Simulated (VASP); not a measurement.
Write the native input for VASP 6.6.1 that does the following.

```yaml
Task: single point
Functional: LDA
Potentials_or_basis: VASP PAW LDA potentials, release 64 (Zr_sv, B)
Cutoff: 520 eV
k_mesh: 10 × 10 × 8
Occupations: fermi-dirac, width 0.05 eV
Spin: no spin polarisation
Dipole_correction: no
Further_INCAR_settings: ALGO = Normal; EDIFF = 1e-07; NBANDS = 16
```

The structure of ZrB2 lies in POSCAR:

```
ZrB2
1.0
    3.2117153101      0.0000000000      0.0000000000
   -1.6058576551      2.7814270483      0.0000000000
    0.0000000000      0.0000000000      3.5794921737
Zr B
1 2
Direct
    0.0000000000      0.0000000000      0.0000000000
    0.6666666667      0.3333333333      0.5000000000
    0.3333333333      0.6666666667      0.5000000000
```

This cell differs from its parent crystal: volume scaled by 1.04.

These files were run (other wordings do the same):

INCAR

```
PREC = Accurate ; ENCUT = 520
EDIFF = 1E-7 ; ISMEAR = -1
SIGMA = 0.05 ; LREAL = F
LASPH = T ; NELM = 100
ALGO = Normal ; ISIF = 2
LWAVE = F ; LCHARG = F
NBANDS = 16
```

KPOINTS

```
Automatic mesh
0
Gamma
  10 10 8
```

Potentials or basis: VASP PAW LDA potentials, release 64 (Zr_sv, B).

Command:

```bash
$ cat potpaw_LDA.64/Zr_sv/POTCAR potpaw_LDA.64/B/POTCAR > POTCAR
$ mpirun -np 1 vasp_std > vasp.out
```

Results of the run:

The pressure is -16.6 GPa and the band gap on the k mesh is zero (band 9 reaches 10.56 eV, above the bottom of band 10 at 9.80 eV).

It took 37 s on 1 thread of Intel Xeon 8259CL, with other jobs on the host, peak memory 0.15 GiB.
